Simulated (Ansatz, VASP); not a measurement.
**Al2InN3: VASP beside Ansatz**

Contents of INCAR:

```
PREC = Accurate
ENCUT = 520
EDIFF = 1E-7
ISMEAR = 0
SIGMA = 0.1
LREAL = False
LASPH = True
NELM = 150
ALGO = Normal
ISIF = 2
LWAVE = False
LCHARG = True
ISPIN = 2
MAGMOM = 0 0 0 1 1 1
LORBIT = 11
GGA = PE
LELF = True
LVHAR = True
NBANDS = 30
```

File KPOINTS:

```
Automatic mesh
0
Gamma
  6 4 4
```

File POSCAR:

```
Al2InN3
1.0
    2.9688087900      0.0000000000      0.0000000000
    0.0000000000      5.1291202300      0.0000000000
    0.0000000000      0.0000000000      6.0546431700
Al In N
2 1 3
Direct
    0.0000000000      0.5000000000      0.7824531700
    0.0000000000      0.5000000000      0.2175468300
    0.5000000000      0.5000000000      0.5000000000
    0.5000000000      0.6904240900      0.0000000000
    0.5000000000      0.3095759100      0.0000000000
    0.0000000000      0.0000000000      0.5000000000
```

Input for Ansatz:

```yaml
crystal:
  lattice:
    - [2.96880879, 0.0, 0.0]
    - [0.0, 5.12912023, 0.0]
    - [0.0, 0.0, 6.05464317]
  atoms:
    - { symbol: Al, position: [0.0, 0.5, 0.78245317] }
    - { symbol: Al, position: [0.0, 0.5, 0.21754683] }
    - { symbol: In, position: [0.5, 0.5, 0.5] }
    - { symbol: "N", position: [0.5, 0.69042409, 0.0], spin: 1.0 }
    - { symbol: "N", position: [0.5, 0.30957591, 0.0], spin: 1.0 }
    - { symbol: "N", position: [0.0, 0.0, 0.5], spin: 1.0 }
basis:
  ecutwfc: 420
kpoints:
  mp_grid: { grid: [6, 4, 4] }
hamiltonian:
  xc: pbe
scf:
  occupations: { method: gaussian, width: 0.1 }
  lower_state_search: "off"
output:
  forces: true
  stress: true
  eigenvalues: true
  populations: true
magnetization:
  spin_polarized: true
```

Alike in both runs: task single point; functional PBE; k mesh 6 × 4 × 4; occupations gaussian, width 0.1 eV; collinear spin.

```csv
,VASP,Ansatz
version,VASP 6.6.1,Ansatz 0.2.0
potentials or method,"VASP PAW PBE potentials, release 64 (Al, In_d, N), cutoff 520 eV","scalar-relativistic, plane waves, PAW"
valence electrons in the cell,34,34
```

|  | VASP | Ansatz | Ansatz less VASP |
| --- | --- | --- | --- |
| gap on the k mesh at the Fermi level (eV) | none | none | - |
| pressure (GPa) | 12.8 | 12.9 | +0.12 |
| traceless stress, the component that is largest in VASP (GPa) | -30.56 | -30.71 | -0.156 |
| rms of the force components (eV/Å) | 3.055 | 3.069 | +0.0136 |
| net moment per atom (μB) | 0.33 | 0.33 | 0.000 |
| size of the moment on the site where the two differ most (μB) | 1.34 | 1.87 | +0.532 |

Site moments also hang on the region over which each program counts them. Atom by atom the forces differ by 0.014 eV/Å (rms over components). A gap of «none» marks a metal or a gap that the smearing closes.
